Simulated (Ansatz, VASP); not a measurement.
## SnC3 in VASP and in Ansatz

File INCAR:

```
SYSTEM = SnC3
PREC     = Accurate       ! precision mode
ENCUT    = 520            ! plane-wave cutoff, eV
EDIFF    = 1E-7           ! SCF threshold, eV
ISMEAR   = -1             ! smearing method
SIGMA    = 0.02           ! smearing width, eV
LREAL    = .FALSE.        ! projectors in reciprocal space
LASPH    = .TRUE.         ! aspherical terms in the spheres
NELM     = 100            ! most SCF steps
ALGO     = Normal         ! electronic algorithm
ISIF     = 2              ! what is computed and relaxed
LWAVE    = .FALSE.        ! write WAVECAR
LCHARG   = .FALSE.        ! write CHGCAR
GGA      = PE             ! functional
NBANDS   = 21             ! bands
```

Contents of KPOINTS:

```
Automatic mesh
0
G
  10 10 10
  0 0 0
```

The input POSCAR:

```
SnC3
1.0
    1.5669476273      0.9046776344      5.1713512526
   -1.5669476273      0.9046776344      5.1713512526
    0.0000000000     -1.8093552688      5.1713512526
C Sn
3 1
Direct
    1.0142625338      0.0142625338      0.0142625338
    0.4775486066      0.4775486066      0.4775486066
    0.3833323660      0.3833323660      0.3833323660
    0.8748564936      0.8748564936      0.8748564936
```

Input for Ansatz:

```yaml
crystal:
  lattice:
    - [1.5669476273, 0.9046776344, 5.1713512526]
    - [-1.5669476273, 0.9046776344, 5.1713512526]
    - [0.0, -1.8093552688, 5.1713512526]
  atoms:
    - { symbol: C, position: [1.0142625338, 0.0142625338, 0.0142625338] }
    - { symbol: C, position: [0.4775486066, 0.4775486066, 0.4775486066] }
    - { symbol: C, position: [0.383332366, 0.383332366, 0.383332366] }
    - { symbol: Sn, position: [0.8748564936, 0.8748564936, 0.8748564936] }
kpoints:
  mp_grid: { grid: [10, 10, 10] }
  band_path:
    path:
      - [0.0, 0.0, 0.0]
      - [-0.5, -0.5, -0.5]
      - [-0.5, -0.187069401, -0.812930599]
      - [-0.187069401, 0.187069401, -0.5]
      - [0.0, 0.0, -0.5]
      - [0.0, 0.3435347005, -0.3435347005]
      - [-0.3435347005, 0.0, -0.6564652995]
      - [-0.5, 0.0, -0.5]
      - [-0.05, -0.05, -0.05]
    npoints: 1
hamiltonian:
  xc: pbe
scf:
  occupations: { method: fermi_dirac, width: 0.02 }
  n_extra_bands: 5
output:
  forces: true
  stress: true
  eigenvalues: true
```

Alike in both runs: task single point; functional PBE; k mesh 10 × 10 × 10; occupations fermi-dirac, width 0.02 eV; no spin polarisation.

|  | VASP | Ansatz |
| --- | --- | --- |
| version | VASP 6.6.1 | Ansatz 0.2.0 |
| potentials or method | VASP PAW PBE potentials, release 64 (C, Sn_d) | plane waves, PAW |
| plane-wave cutoff (eV) | 520 | 420 |
| valence electrons in the cell | 26 | 26 |

```csv
,VASP,Ansatz,Ansatz less VASP
pressure (GPa),2.7,2.7,0.00
"traceless stress, the component that is largest in VASP (GPa)",0.86,0.84,-0.020
rms of the force components (eV/Å),0.118,0.128,+0.0101
```

Atom by atom the forces differ by 0.021 eV/Å (rms over components).
